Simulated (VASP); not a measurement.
Here is a VASP 6.6.1 calculation.

INCAR

```
PREC = Accurate ; ENCUT = 520
EDIFF = 1E-8 ; ISMEAR = -1
SIGMA = 0.03 ; LREAL = False
LASPH = True ; NELM = 80
ALGO = Normal ; ISIF = 2
LWAVE = False ; LCHARG = False
GGA = PS ; LEFG = True
NBANDS = 16
```

Contents of KPOINTS:

```
regular mesh
0
Gamma
  10 10 6
```

The input POSCAR:

```
AlN
1.0
    3.1316054153      0.0000000000      0.0000000000
   -1.5658027076      2.7120498443      0.0000000000
    0.0000000000      0.0000000000      5.0109678482
Al N
2 2
Direct
    0.3333333333      0.6666666667      0.0000000000
    0.6666666667      0.3333333333      0.5000000000
    0.3333333333      0.6666666667      0.3850000000
    0.6666666667      0.3333333333      0.8850000000
```

Potentials or basis: VASP PAW PBE potentials, release 64 (Al, N).

The run is started by

```sh
$ cat potpaw_PBE.64/Al/POTCAR potpaw_PBE.64/N/POTCAR > POTCAR
$ mpirun -np 1 vasp_std > vasp.out
```

Problem. What does it give for the pressure?

Solution. -3.4 GPa.

Problem. What does it give for the largest force?

Solution. 0.177 eV/Å.

Stress tensor (GPa, compression positive):
```
-2.86  0.00  0.00
 0.00 -2.86  0.00
 0.00  0.00 -4.35
```

Caveat: without QUAD_EFG the Cq values of the log hold for a quadrupole moment of 1 mb, not for the nuclei; the PAW data sets were made with another functional, which shifts forces and pressure a little.
